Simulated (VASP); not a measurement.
Input of a VASP 6.6.1 run:

Contents of INCAR:

```
SYSTEM = TaN
PREC     = Accurate       ! precision mode
ENCUT    = 520            ! plane-wave cutoff, eV
EDIFF    = 1E-6           ! SCF threshold, eV
ISMEAR   = 0              ! smearing method
SIGMA    = 0.05           ! smearing width, eV
LREAL    = .FALSE.        ! projectors in reciprocal space
LASPH    = .TRUE.         ! aspherical terms in the spheres
NELM     = 60             ! most SCF steps
ALGO     = Normal         ! electronic algorithm
ISIF     = 2              ! what is computed and relaxed
LWAVE    = .FALSE.        ! write WAVECAR
LCHARG   = .TRUE.         ! write CHGCAR
GGA      = PE             ! functional
LELF     = .TRUE.         ! ELF
LVHAR    = .TRUE.       
NBANDS   = 33             ! bands
```

KPOINTS

```
regular mesh
0
G
  6 6 10
  0 0 0
```

Contents of POSCAR:

```
TaN
1.0
    5.1910000000      0.0000000000      0.0000000000
   -2.5955000000      4.4955378710      0.0000000000
    0.0000000000      0.0000000000      2.9080000000
Ta N
3 3
Direct
    0.0000000000      0.0000000000      0.0000000000
    0.3333333333      0.6666666667      0.5000000000
    0.6775789543      0.3374903093      0.4976183181
    0.5000000000      0.0000000000      0.0000000000
    0.5000000000      0.5000000000      0.0000000000
    0.0000000000      0.5000000000      0.0000000000
```

Potentials or basis: VASP PAW PBE potentials, release 64 (Ta_pv, N).

Command:

```bash
$ cat potpaw_PBE.64/Ta_pv/POTCAR potpaw_PBE.64/N/POTCAR > POTCAR
$ mpirun -np 1 vasp_std > vasp.out
```

Q: What does it give for the pressure?

A: 10.7 GPa.

Q: Predict the largest force.

A: 1.417 eV/Å.

Stress tensor (GPa, compression positive):
```
10.54  1.43 -0.04
 1.43  9.40 -0.02
-0.04 -0.02 12.11
```

Caveat: the cell stands under pressure; forces of over 1 eV/Å act on the atoms, so gaps and moduli don't describe the material at rest.
